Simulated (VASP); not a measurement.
# ZrH4 (Cmmm) in VASP: further runs, part 2 of 2

VASP 6.6.1.

## 3. Single point, PBE

INCAR

```
SYSTEM = ZrH4
  ALGO = Normal
  EDIFF = 1E-6
  ENCUT = 520
  GGA = PE
  ISIF = 2
  ISMEAR = 0
  LASPH = .TRUE.
  LCHARG = .FALSE.
  LREAL = .FALSE.
  LWAVE = .FALSE.
  NBANDS = 16
  NELM = 80
  PREC = Accurate
  SIGMA = 0.1
```

KPOINTS

```
k-points
0
G
  6 6 6
  0 0 0
```

POSCAR

```
ZrH4
1.0
    1.8771636077     -3.0191778193      0.0000000000
    1.8771636077      3.0191778193      0.0000000000
    0.0000000000      0.0000000000      3.5293110387
Zr H
1 4
Direct
    0.0000000000      0.0000000000      0.0000000000
    0.6605525605      0.3394474395      0.0000000000
    0.3394474395      0.6605525605      0.0000000000
    0.7549914002      0.7549914002      0.5000000000
    0.2450085998      0.2450085998      0.5000000000
```

Potentials or basis: VASP PAW PBE potentials, release 64 (Zr_sv, H).

The run is started by

```
cat potpaw_PBE.64/Zr_sv/POTCAR potpaw_PBE.64/H/POTCAR > POTCAR
mpirun -np 1 vasp_std > vasp.out
```

OUTCAR:

```text
SYSTEM = ZrH4
   EDIFF = 1E-6
   ENCUT = 520
   GGA = PE
   ISIF = 2
   ISMEAR = 0
   LASPH = .TRUE.
   LREAL = .FALSE.
   NELM = 80
   PREC = Accurate

 ion  position               nearest neighbor table
   1  0.000  0.000  0.000-   4 1.99   5 1.99   4 1.99   5 1.99   2 2.05   3 2.05   2 2.11   3 2.11
                             2 2.11   3 2.11
   2  0.661  0.339  0.000-   1 2.05   1 2.11   1 2.11
   3  0.339  0.661  0.000-   1 2.05   1 2.11   1 2.11
   4  0.755  0.755  0.500-   1 1.99   1 1.99
[... 657 lines left out ...]
 [... further k-points ...]
[... 5 lines left out ...]
  --------------------------------------------------------------------------------------
  -------------------------------------------------------------------------------------
  Total       -0.0406108     -0.0032947     -0.0895513     -0.0000000      0.0000000      0.0000000
  in kB       -1.6264526     -0.1319512     -3.5865081     -0.0000000      0.0000000      0.0000000
  external PRESSURE =      -1.7816373 kB  Pullay stress =       0.0000000 kB

 VOLUME and BASIS-vectors are now :
 -----------------------------------------------------------------------------
  energy-cutoff  :      520.00
  volume of cell :       40.00
      direct lattice vectors                 reciprocal lattice vectors
     1.877163608 -3.019177819  0.000000000     0.266359308 -0.165608000  0.000000000
     1.877163608  3.019177819  0.000000000     0.266359308  0.165608000  0.000000000
     0.000000000  0.000000000  3.529311039     0.000000000  0.000000000  0.283341420

 POSITION                                       TOTAL-FORCE (eV/Angst)
 -----------------------------------------------------------------------------------
      0.00000      0.00000      0.00000         0.000000     -0.000000      0.000000
      1.87716     -0.96947      0.00000         0.000000      0.012185      0.000000
      1.87716      0.96947      0.00000         0.000000     -0.012185     -0.000000
      2.83448      0.00000      1.76466         0.005592     -0.000000     -0.000000
      0.91984      0.00000      1.76466        -0.005592     -0.000000      0.000000
 -----------------------------------------------------------------------------------
    total drift:                               -0.000000      0.000000     -0.000000

  FREE ENERGIE OF THE ION-ELECTRON SYSTEM (eV)
  ---------------------------------------------------
  free  energy   TOTEN  =       -22.5318919276 eV

  energy  without entropy=      -22.5284315684  energy(sigma->0) =      -22.53016175
```

OSZICAR:

```text
N       E                     dE             d eps       ncg     rms          rms(c)
DAV:   1     0.898376761688E+02    0.89838E+02   -0.80351E+03  1664   0.954E+02
DAV:   2    -0.206486610721E+02   -0.11049E+03   -0.10432E+03  2208   0.248E+02
DAV:   3    -0.248749107202E+02   -0.42262E+01   -0.41952E+01  2696   0.410E+01
DAV:   4    -0.249091320812E+02   -0.34221E-01   -0.34214E-01  1960   0.375E+00
DAV:   5    -0.249097293329E+02   -0.59725E-03   -0.59725E-03  2352   0.340E-01    0.178E+01
DAV:   6    -0.227072054355E+02    0.22025E+01   -0.17025E+00  1768   0.120E+01    0.615E+00
DAV:   7    -0.225383100204E+02    0.16890E+00   -0.62184E-01  2232   0.557E+00    0.129E+00
DAV:   8    -0.225420686942E+02   -0.37587E-02   -0.12134E-01  1816   0.319E+00    0.143E+00
DAV:   9    -0.225321566098E+02    0.99121E-02   -0.21933E-02  1768   0.142E+00    0.158E-01
DAV:  10    -0.225320398180E+02    0.11679E-03   -0.15719E-03  2128   0.323E-01    0.106E-01
DAV:  11    -0.225318945650E+02    0.14525E-03   -0.34850E-04  1832   0.160E-01    0.221E-02
DAV:  12    -0.225318920847E+02    0.24803E-05   -0.33147E-05  1880   0.525E-02    0.756E-03
DAV:  13    -0.225318919276E+02    0.15705E-06   -0.63952E-07  1544   0.750E-03
   1 F= -.22531892E+02 E0= -.22530162E+02  d E =-.346036E-02
```

It took 33 s on 1 thread of Intel Xeon Platinum 8259CL at 2.50GHz (Skylake/Cascade Lake), shared host; peak memory 0.17 GiB.

Results:

| Quantity | Value |
| --- | --- |
| Free energy | -22.5319 eV |
| Pressure | -0.2 GPa |
| Largest force | 0.012 eV/Å |
| Band gap on the k mesh | zero (band 8 reaches 5.66 eV, above the bottom of band 9 at 3.44 eV) |

Forces in eV/Å, atoms in the order of the input:
```
Zr   0.000  0.000  0.000
H    0.000  0.012  0.000
H    0.000 -0.012  0.000
H    0.006  0.000  0.000
H   -0.006  0.000  0.000
```

Stress tensor (GPa, compression positive):
```
-0.16  0.00  0.00
 0.00 -0.01  0.00
 0.00  0.00 -0.36
```

## 4. Single point, PBE

This run uses another cell than the first one, of 16.98 Å³/atom, 2.121 times its volume.

INCAR

```
SYSTEM = ZrH4
ALGO = Normal
EDIFF = 1E-6
ENCUT = 520
GGA = PE
ISIF = 2
ISMEAR = 0
LASPH = .True.
LCHARG = .False.
LREAL = .False.
LWAVE = .False.
NBANDS = 16
NELM = 60
PREC = Accurate
SIGMA = 0.1
```

KPOINTS

```
k-points
0
Gamma
  4 4 6
  0 0 0
```

POSCAR

```
ZrH4
1.0
    3.5875699800     -3.5875699800      0.0000000000
    3.5875699800      3.5875699800      0.0000000000
    0.0000000000      0.0000000000      3.2978335800
Zr H
1 4
Direct
    0.0000000000      0.0000000000      0.0000000000
    0.6950000000      0.3050000000      0.0000000000
    0.3050000000      0.6950000000      0.0000000000
    0.8050000000      0.8050000000      0.5000000000
    0.1950000000      0.1950000000      0.5000000000
```

The run is started by

```
cat potpaw_PBE.64/Zr_sv/POTCAR potpaw_PBE.64/H/POTCAR > POTCAR
mpirun -np 1 vasp_std > vasp.out
```

It took 40 s on 1 thread of Intel Xeon Platinum 8259CL at 2.50GHz (Skylake/Cascade Lake), shared host; peak memory 0.2 GiB.

It converged, with:

```yaml
Free_energy: -19.0635 eV
Pressure: -8.6 GPa
Largest_force: 1.186 eV/Å
Band_gap_on_the_k_mesh: zero (band 8 reaches -0.44 eV, above the bottom of band 9 at -0.68 eV)
```

Forces on the atoms (eV/Å):
```
Zr   0.000  0.000  0.000
H    0.000 -1.186  0.000
H    0.000  1.186  0.000
H    1.088  0.000  0.000
H   -1.088  0.000  0.000
```

Stress tensor (GPa, compression positive):
```
 -9.14   0.00   0.00
  0.00 -11.43   0.00
  0.00   0.00  -5.26
```

Levels at points of the mesh, in eV from the Fermi level:
```
           k point  band 6  band 7  band 8  band 9  band 10  band 11
(0.00, 0.00, 0.00)   -2.42   -1.54   -0.36    0.05     0.44     1.81
(0.50, 0.00, 0.00)   -2.59   -2.14   -0.55   -0.04     1.05     1.78
(0.50, 0.50, 0.00)   -2.47   -2.17   -1.26    0.26     1.30     1.76
(0.00, 0.00, 0.50)   -2.27   -2.12    0.21    0.56     1.10     1.19
(0.50, 0.00, 0.50)   -2.00   -1.55   -0.47    0.06     1.08     1.66
(0.50, 0.50, 0.50)   -1.80   -1.67   -0.08   -0.04     1.61     1.71
```

Caveat: forces of over 1 eV/Å act on the atoms, so gaps and moduli don't describe the material at rest.

## 5. The runs side by side

| cell | k mesh | gap on the mesh (eV) | pressure (GPa) | largest force (eV/Å) |
| --- | --- | --- | --- | --- |
| a = 3.550, b = 3.550, c = 3.516 Å, angles 90.0, 90.0, 115.4°, 5 atoms | 4 × 4 × 6 | none | -0.1 | 0.01 |
| a = 3.555, b = 3.555, c = 3.529 Å, angles 90.0, 90.0, 116.3°, 5 atoms | 6 × 6 × 6 | none | -0.2 | 0.01 |
| a = 5.074, b = 5.074, c = 3.298 Å, 5 atoms | 4 × 4 × 6 | none | -8.6 | 1.19 |

Alike in all rows: task single point; level PBE; potentials or basis VASP PAW PBE potentials, release 64 (Zr_sv, H); no spin polarisation; cutoff (eV) 520; smearing gaussian 0.1 eV.

Caveats: some runs use coarse meshes; forces of over 1 eV/Å act on the atoms, so gaps and moduli don't describe the material at rest (some runs).

Absolute energies hang on the potentials; compare differences alone.
